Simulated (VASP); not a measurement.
Write the native input for VASP 6.6.1 that does the following.

* Task: relaxation of cell and atoms
* Functional: PBE
* Potentials or basis: VASP PAW PBE potentials, release 64 (Sn_d, Se)
* Cutoff: 600 eV
* k mesh: 8 × 8 × 8
* Occupations: gaussian, width 0.1 eV
* Spin: no spin polarisation
* Dipole correction: no
* Further INCAR settings: ALGO = Normal; EDIFF = 1e-07; IBRION = 2; EDIFFG = -0.01; NSW = 100; ISIF = 3

The structure of SnSe4 lies in POSCAR:

```
SnSe4
1.0
    5.1194059149      0.0000000000      0.0000000000
    0.0000000000      5.1194059149      0.0000000000
    0.0000000000      0.0000000000      5.1194059149
Sn Se
1 4
Direct
    0.5000000000      0.5000000000      0.5000000000
    0.7958970906      0.7958970906      0.7958970906
    0.2041029094      0.2041029094      0.7958970906
    0.2041029094      0.7958970906      0.2041029094
    0.7958970906      0.2041029094      0.2041029094
```

The cell was built from a structure type or drawn by symmetry, and may not be a known phase.

These files were run (other wordings do the same):

INCAR

```
SYSTEM = SnSe4
PREC     = Accurate       ! precision mode
ENCUT    = 600            ! plane-wave cutoff, eV
EDIFF    = 1E-7           ! SCF threshold, eV
ISMEAR   = 0              ! smearing method
SIGMA    = 0.1            ! smearing width, eV
LREAL    = .False.        ! projectors in reciprocal space
LASPH    = .True.         ! aspherical terms in the spheres
NELM     = 100            ! most SCF steps
ALGO     = Normal         ! electronic algorithm
ISIF     = 3              ! what is computed and relaxed
LWAVE    = .False.        ! write WAVECAR
LCHARG   = .False.        ! write CHGCAR
GGA      = PE             ! functional
IBRION   = 2              ! ionic algorithm
NSW      = 100            ! ionic steps
EDIFFG   = -0.01          ! ionic threshold
```

KPOINTS

```
regular mesh
0
Gamma
  8 8 8
  0 0 0
```

Potentials or basis: VASP PAW PBE potentials, release 64 (Sn_d, Se).

Command:

```sh
$ cat potpaw_PBE.64/Sn_d/POTCAR potpaw_PBE.64/Se/POTCAR > POTCAR
$ mpirun -np 1 vasp_std > vasp.out
```

Results of the run:

```yaml
Relaxed_volume: 26.80 Å³/atom
Relaxed_cell: a = 5.117 Å, b = 5.117 Å, c = 5.117 Å, α = 90.00°, β = 90.00°, γ = 90.00°
Space_group_after_relaxing_to_0.1_Å: P-43m (No. 215)
Energy_gained_by_relaxing: 0.4 meV/atom
Ionic_steps: 4
Pressure_after_relaxing: 0.0 GPa
Largest_force_after_relaxing: 0.008 eV/Å
Band_gap_on_the_k_mesh: zero (bands 19 and 20 overlap by 0.76 eV)
```

Caveat: semilocal functionals underestimate gaps, so a narrow gap can read as zero; spin-orbit coupling is left out, which moves the levels of the heavy elements.

Wall time 7.7 min on 1 thread of Intel Xeon 8259CL, with other jobs on the host, peak memory 0.35 GiB.
